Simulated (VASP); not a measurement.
Input of a VASP 6.6.1 run:

The input INCAR:

```
SYSTEM = Ge
ALGO = Normal ; EDIFF = 1E-6
ENCUT = 520 ; ISIF = 2
ISMEAR = 0 ; LASPH = .TRUE.
LCHARG = .FALSE. ; LREAL = .FALSE.
LWAVE = .FALSE. ; NBANDS = 21
NELM = 80 ; PREC = Accurate
SIGMA = 0.1
```

The input KPOINTS:

```
k-points
0
G
  14 14 14
  0 0 0
```

File POSCAR:

```
Ge
1.0
    0.0000000000      2.8107123927      2.8107123927
    2.8107123927      0.0000000000      2.8107123927
    2.8107123927      2.8107123927      0.0000000000
Ge
2
Direct
    0.5000000000      0.5000000000      0.5000000000
    0.7500000000      0.7500000000      0.7500000000
```

Potentials or basis: VASP PAW LDA potentials, release 64 (Ge_d).

Launch:

```console
$ cat potpaw_LDA.64/Ge_d/POTCAR > POTCAR
$ mpirun -np 1 vasp_std > vasp.out
```

Problem. What does it give for the pressure?

Solution. 0.3 GPa.
